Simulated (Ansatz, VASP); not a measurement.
**Two plane-wave programs on AlFe**

File INCAR:

```
PREC = Accurate
ENCUT = 690
EDIFF = 1E-6
ISMEAR = -1
SIGMA = 0.05
LREAL = False
LASPH = True
NELM = 200
ALGO = Normal
ISIF = 2
LWAVE = False
LCHARG = True
ISPIN = 2
MAGMOM = 3.8 0
LORBIT = 11
NUPDOWN = 3.8
LMAXMIX = 4
GGA = PS
LELF = True
LVHAR = True
NBANDS = 20
GGA_COMPAT = False
```

Contents of KPOINTS:

```
Automatic mesh
0
Gamma
  8 8 8
```

Contents of POSCAR:

```
AlFe
1.0
    2.9100000000      0.0000000000      0.0000000000
    0.0000000000      2.9100000000      0.0000000000
    0.0000000000      0.0000000000      2.9100000000
Fe Al
1 1
Direct
    0.5000000000      0.5000000000      0.5000000000
    0.0000000000      0.0000000000      0.0000000000
```

Contents of input.yaml:

```yaml
crystal:
  lattice:
    - [2.91, 0.0, 0.0]
    - [0.0, 2.91, 0.0]
    - [0.0, 0.0, 2.91]
  atoms:
    - { symbol: Fe, position: [0.5, 0.5, 0.5], spin: 3.8 }
    - { symbol: Al, position: [0.0, 0.0, 0.0] }
hamiltonian:
  xc: pbesol
  pseudopotentials: { kind: paw }
magnetization:
  spin_polarized: true
  initial_magnetization: 3.8
  spin_locking: { lock_magnetization: hard }
kpoints:
  mp_grid: { grid: [8, 8, 8] }
scf:
  occupations: { method: fermi_dirac, width: 0.05 }
  lower_state_search: "off"
output:
  forces: true
  stress: true
  eigenvalues: true
```

Alike in both runs: task single point; functional PBEsol; k mesh 8 × 8 × 8; occupations fermi-dirac, width 0.05 eV; collinear spin; fixed moment 3.8 μB.

|  | VASP | Ansatz |
| --- | --- | --- |
| version | VASP 6.6.1 | Ansatz 0.2.0 |
| potentials or method | VASP PAW PBE potentials, release 64 (Fe_sv, Al) | Ansatz PAW |
| plane-wave cutoff (eV) | 690 | 420 |
| valence electrons in the cell | 19 | 19 |

VASP gave:

* pressure (GPa): 26.7
* net moment per atom (μB): 1.90
* size of the moment on the site where the two differ most (μB): 3.03

Task: Which values does Ansatz return?

Result: Pressure (GPa): 27.2; net moment per atom (μB): 1.90; size of the moment on the site where the two differ most (μB): 3.23.

VASP's potentials were made for PBE, not for PBEsol. Site moments also hang on the region over which each program counts them.
